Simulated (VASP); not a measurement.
# Ta (Cmme) in VASP: relaxation of cell and atoms with PBE

Aim: the relaxation of cell and atoms of Ta with PBE.

Everything below comes from runs of VASP 6.6.1. Logs are shortened: lines on timing, memory, paths and dates and some standing lists are left out, and cuts for length are marked.

## (1) The cell of the first run

The structure is orthorhombic, space group Cmme (No. 67). The conventional cell has a = 6.949 Å, b = 6.953 Å, c = 7.673 Å, α = 90.00°, β = 90.00°, γ = 90.00°. Ta (site symmetry mm2) has 16 Ta at 3.61 to 5.01 Å within 5.1 Å. Ta (site symmetry 2/m) has 6 Ta at 3.47 to 3.61 Å within 4.6 Å.

The cell was generated, and may not be a known phase.

## (2) Relaxation of cell and atoms, PBE

File INCAR:

```
PREC     = Accurate       # precision mode
ENCUT    = 600            # plane-wave cutoff, eV
EDIFF    = 1E-7           # SCF threshold, eV
ISMEAR   = 0              # smearing method
SIGMA    = 0.1            # smearing width, eV
LREAL    = False          # projectors in reciprocal space
LASPH    = True           # aspherical terms in the spheres
NELM     = 60             # most SCF steps
ALGO     = Normal         # electronic algorithm
ISIF     = 3              # what is computed and relaxed
LWAVE    = False          # write WAVECAR
LCHARG   = False          # write CHGCAR
GGA      = PE             # functional
IBRION   = 2              # ionic algorithm
NSW      = 90             # ionic steps
EDIFFG   = -0.04          # ionic threshold
```

File KPOINTS:

```
regular mesh
0
Gamma
  4 4 2
```

File POSCAR:

```
Ta
1.0
    3.4744462300     -3.4766714100      0.0000000000
    3.4744462300      3.4766714100      0.0000000000
    0.0000000000      0.0000000000      7.6732599600
Ta
4
Direct
    0.2500000000      0.7500000000      0.4123970000
    0.7500000000      0.2500000000      0.5876030000
    0.0000000000      0.5000000000      0.0000000000
    0.5000000000      0.0000000000      0.0000000000
```

Potentials or basis: VASP PAW PBE potentials, release 64 (Ta_pv).

The run is started by

```sh
$ cat potpaw_PBE.64/Ta_pv/POTCAR > POTCAR
$ mpirun -np 1 vasp_std > vasp.out
```

OUTCAR:

```text
PREC = Accurate
   ENCUT = 600
   EDIFF = 1E-7
   ISMEAR = 0
   LREAL = False
   LASPH = True
   NELM = 60
   ISIF = 3
   GGA = PE
   IBRION = 2
   NSW = 90
   EDIFFG = -0.04

 ion  position               nearest neighbor table
   1  0.250  0.750  0.412-
   2  0.750  0.250  0.588-
   3  0.000  0.500  0.000-   4 3.47   4 3.47   4 3.48   4 3.48
   4  0.500  0.000  0.000-   3 3.47   3 3.47   3 3.48   3 3.48

  LATTYP: Found a base centered orthorhombic cell.
 ALAT       =     6.9488924600
 B/A-ratio  =     1.0006404416
 C/A-ratio  =     1.1042421514

  Lattice vectors:

 A1 = (   3.4744462300,  -3.4766714100,   0.0000000000)
 A2 = (   3.4744462300,   3.4766714100,   0.0000000000)
 A3 = (   0.0000000000,   0.0000000000,   7.6732599600)

Analysis of symmetry for initial positions (statically):
=====================================================================
 Subroutine PRICEL returns:
 Original cell was already a primitive cell.

 Routine SETGRP: Setting up the symmetry group for a
 base centered orthorhombic supercell.

 Subroutine GETGRP returns: Found  8 space group operations
 (whereof  4 operations were pure point group operations)
 out of a pool of  8 trial point group operations.

The static configuration has the point symmetry C_2h.
 The point group associated with its full space group is D_2h.

Analysis of symmetry for dynamics (positions and initial velocities):
=====================================================================
 Subroutine PRICEL returns:
 Original cell was already a primitive cell.

 Routine SETGRP: Setting up the symmetry group for a
 base centered orthorhombic supercell.

 Subroutine GETGRP returns: Found  8 space group operations
 (whereof  4 operations were pure point group operations)
 out of a pool of  8 trial point group operations.

The dynamic configuration has the point symmetry C_2h.
 The point group associated with its full space group is D_2h.

 Subroutine INISYM returns: Found  8 space group operations
 (whereof  4 operations are pure point group operations),
 and found     1 'primitive' translations

----------------------------------------------------------------------------------------

                                     Primitive cell

  volume of cell :     185.3784

  direct lattice vectors                    reciprocal lattice vectors
     3.474446230 -3.476671410  0.000000000     0.143907825 -0.143815719  0.000000000
     3.474446230  3.476671410  0.000000000     0.143907825  0.143815719  0.000000000
     0.000000000  0.000000000  7.673259960     0.000000000  0.000000000  0.130322706

  length of vectors
     4.915182672  4.915182672  7.673259960     0.203451280  0.203451280  0.130322706

  position of ions in fractional coordinates (direct lattice)
[... 72 lines left out ...]
   EDIFF  = 0.1E-06   stopping-criterion for ELM
   LREAL  =      F    real-space projection
   EDIFFG = -.4E-01   stopping-criterion for IOM
   NSW    =     90    number of steps for IOM
   IBRION =      2    ionic relax: 0-MD 1-quasi-New 2-CG
   NFREE  =      1    steps in history (QN), initial steepest desc. (CG)
   ISIF   =      3    stress and relaxation
   ISYM   =      2    0-nonsym 1-usesym 2-fastsym
   POTIM  = 0.5000    time-step for ionic-motion
   TEBEG  =    0.0;   TEEND  =   0.0 temperature during run
   PSTRESS=    0.0 pullay stress
   NELECT =      44.0000    total number of electrons
   NUPDOWN=      -1.0000    fix difference up-down
   EMIN   =  10.00;   EMAX   =-10.00  energy-range for DOS
   EFERMI =   0.00;   METHOD = LEGACY
   ISMEAR =     0;   SIGMA  =   0.10  broadening in eV -4-tet -1-fermi 0-gaus
   EFERMI_NEDOS =   21; number of points for ismear=-14 and -15
   IALGO  =     38    algorithm
   IMIX   =      4    mixing-type and parameters
     AMIX     =   0.40;   BMIX     =  1.00
     AMIX_MAG =   1.60;   BMIX_MAG =  1.00
  volume/ion in A,a.u.               =      46.34       312.75
  Fermi-wavevector in a.u.,A,eV,Ry     =   1.013614  1.915453 13.978812  1.027414
  Thomas-Fermi vector in A             =   2.146793
   LORBIT       =      0    0 simple, 1 ext, 2 COOP (PROOUT), +10 PAW based schemes
   GGA     = PE    functional components
   LHFCALC =     F    Hartree Fock is set to
   AEXX    =    0.0000 exact exchange contribution
   IVDW    =     0    specifies the selected vdW correction
   LEPSILON=     F    determine dielectric tensor
   LRPA    =     F    only Hartree local field effects (RPA)
 conjugate gradient relaxation of ions
 non-spin polarized calculation
 Gauss-broadening in eV      SIGMA  =   0.10
  energy-cutoff  :      600.00
  volume of cell :      185.38
 maximum number of plane-waves:      6212
   NGX = 19   NGY = 19   NGZ = 31

--------------------------------------- Ionic step        1  -------------------------------------------

 number of electron      44.0000007 magnetization

 Free energy of the ion-electron system (eV)
  ---------------------------------------------------
  ext. energy  EPLUGINS =         0.00000000
  ---------------------------------------------------
  free energy    TOTEN  =       -28.74413525 eV

  energy without entropy =      -28.68428548  energy(sigma->0) =      -28.71421037

 E-fermi :   0.0829     XC(G=0):  -8.3280

 val. band max:        0.0803384153   @ k =   0.0000   0.0000   0.0000
 cond. band min:       0.0911346067   @ k =   0.0000   0.0000   0.0000
 fundamental gap:      0.0107961914
 Fermi energy:         0.0829406097

 k-point     1 :       0.0000    0.0000    0.0000
  band No.  band energies     occupation
      1     -35.5351      2.00000
      2     -35.5267      2.00000
      3     -35.4998      2.00000
      4     -35.4975      2.00000
      5     -35.4948      2.00000
      6     -35.4945      2.00000
[... 502 lines left out ...]
  FREE ENERGIE OF THE ION-ELECTRON SYSTEM (eV)
  ---------------------------------------------------
  free  energy   TOTEN  =       -43.2358007701 eV

  energy  without entropy=      -43.2217018824  energy(sigma->0) =      -43.22875133

[... ionic steps 4 to 25 ...]

--------------------------------------- Ionic step       26  -------------------------------------------

 number of electron      44.0000000 magnetization

------------------------ aborting loop because EDIFF is reached ----------------------------------------
[... 71 lines left out ...]
--------------------------------------- Ionic step       28  -------------------------------------------

 number of electron      44.0000000 magnetization

 Free energy of the ion-electron system (eV)
  ---------------------------------------------------
  ext. energy  EPLUGINS =         0.00000000
  ---------------------------------------------------
  free energy    TOTEN  =       -44.65236499 eV

  energy without entropy =      -44.64448340  energy(sigma->0) =      -44.64842419

 E-fermi :   5.2548     XC(G=0): -12.0964

 val. band max:        5.1870698180   @ k =   0.2500  -0.0000   0.0000
 cond. band min:       5.2855207321   @ k =   0.2500   0.2500   0.0000
 fundamental gap:      0.0984509141
 Fermi energy:         5.2547549804

 k-point     1 :       0.0000    0.0000    0.0000
  band No.  band energies     occupation
      1     -29.5607      2.00000
      2     -29.5473      2.00000
      3     -29.5473      2.00000
      4     -29.2318      2.00000
      5     -29.2318      2.00000
      6     -28.7981      2.00000
[... 426 lines left out ...]
  FREE ENERGIE OF THE ION-ELECTRON SYSTEM (eV)
  ---------------------------------------------------
  free  energy   TOTEN  =       -44.6523649943 eV

  energy  without entropy=      -44.6444833957  energy(sigma->0) =      -44.64842419

 reached required accuracy - stopping structural energy minimisation
```

CONTCAR:

```text
Ta
   1.00000000000000
     2.8989342547877350   -2.7646628839919254    0.0000000000000000
     2.8989342547877350    2.7646628839919254   -0.0000000000000000
     0.0000000000000000    0.0000000000000000    4.9139911444156459
  Ta
     4
Direct
     0.2500000000000000    0.7500000000000000    0.4995019388044088
     0.7500000000000000    0.2500000000000000    0.5004980611955916
     0.0000000000000000    0.5000000000000000    0.0000000000000000
     0.5000000000000000    0.0000000000000000    0.0000000000000000

  0.00000000E+00  0.00000000E+00  0.00000000E+00
  0.00000000E+00  0.00000000E+00  0.00000000E+00
  0.00000000E+00  0.00000000E+00  0.00000000E+00
  0.00000000E+00  0.00000000E+00  0.00000000E+00
```

Wall time 22 min (1 thread of Intel Xeon Platinum 8488C (Sapphire Rapids), shared host); peak memory 0.38 GiB.

Results:

```yaml
Free_energy: -44.6524 eV
Relaxed_volume: 19.69 Å³/atom
Relaxed_cell: a = 4.006 Å, b = 4.006 Å, c = 4.914 Å, α = 90.00°, β = 90.00°, γ = 87.28°
Space_group_after_relaxing_to_0.1_Å: P6/mmm (No. 191)
Energy_gained_by_relaxing: 3977.1 meV/atom
Ionic_steps: 28
Pressure_after_relaxing: 0.0 GPa
Largest_force_after_relaxing: 0.031 eV/Å
Band_gap_on_the_k_mesh: zero (bands 22 and 23 overlap by 1.20 eV)
```

Forces on the atoms (eV/Å):
```
Ta   0.000  0.000  0.031
Ta   0.000  0.000 -0.031
Ta   0.000  0.000  0.000
Ta   0.000  0.000  0.000
```

The path:
| step | energy change (eV) | largest force (eV/Å) | pressure (GPa) | volume (Å³) |
| --- | --- | --- | --- | --- |
| 1 | 0.0000 | 0.4430 | -21.73 | 185.38 |
| 2 | -10.7275 | 0.5858 | 72.87 | 62.63 |
| 3 | -14.4917 | 0.0005 | -4.41 | 85.53 |
| 4 | -14.5176 | 0.0016 | -1.56 | 83.82 |
| 5 | -14.5135 | 0.0016 | 1.18 | 82.30 |
| 6 | -14.7259 | 1.3481 | 4.50 | 79.58 |
| 7 | -14.7280 | 1.2385 | 4.10 | 79.81 |
| 8 | -14.8250 | 0.9272 | -5.74 | 84.58 |
| 9 | -14.8370 | 1.0225 | -3.51 | 83.36 |
| 10 | -14.9908 | 1.0691 | -3.12 | 82.62 |
| 11 | -15.5567 | 1.1508 | -0.92 | 80.16 |
| 12 | -14.0992 | 3.4707 | 19.27 | 74.11 |
| 13 | -15.5508 | 1.5905 | 0.95 | 79.29 |
| 14 | -15.6079 | 0.0673 | 6.09 | 76.84 |
| 15 | -15.6969 | 1.2970 | 2.45 | 78.19 |
| 16 | -15.7098 | 0.7699 | 4.06 | 77.53 |
| 17 | -15.7167 | 0.9381 | 3.51 | 77.72 |
| 18 | -15.7645 | 0.3956 | 3.14 | 77.81 |
| 19 | -15.7688 | 0.1576 | 3.06 | 77.85 |
| 20 | -15.8412 | 0.1375 | 1.83 | 78.26 |
| 21 | -15.9022 | 0.0783 | -1.09 | 79.27 |
| 22 | -15.9023 | 0.0798 | -1.00 | 79.25 |
| 23 | -15.9052 | 0.0712 | -0.64 | 79.06 |
| 24 | -15.9077 | 0.0546 | 0.13 | 78.69 |
| 25 | -15.9078 | 0.0533 | 0.18 | 78.66 |
| 26 | -15.9081 | 0.0457 | 0.11 | 78.69 |
| 27 | -15.9082 | 0.0409 | 0.06 | 78.72 |
| 28 | -15.9082 | 0.0313 | -0.02 | 78.77 |

Final structure:
```cif
data_structure
_symmetry_space_group_name_H-M 'P 1'
_symmetry_Int_Tables_number 1
_cell_length_a 4.0059
_cell_length_b 4.0059
_cell_length_c 4.9140
_cell_angle_alpha 90.000
_cell_angle_beta 90.000
_cell_angle_gamma 87.284
_cell_volume 78.77
loop_
_atom_site_label
_atom_site_type_symbol
_atom_site_fract_x
_atom_site_fract_y
_atom_site_fract_z
_atom_site_occupancy
Ta1 Ta 0.25000 0.75000 0.49950 1
Ta2 Ta 0.75000 0.25000 0.50050 1
Ta3 Ta 0.00000 0.50000 0.00000 1
Ta4 Ta 0.50000 0.00000 0.00000 1
```

Caveat: the k points lie up to 0.64 Å⁻¹ apart in the final cell, too coarse for converged energies and pressures of a metal; the volume moved by over 15 % at a fixed basis, so the end points are rough; spin-orbit coupling is left out, which moves the levels of the heavy elements.

The gap in the log of VASP goes by the Fermi energy; the results here count the filled bands.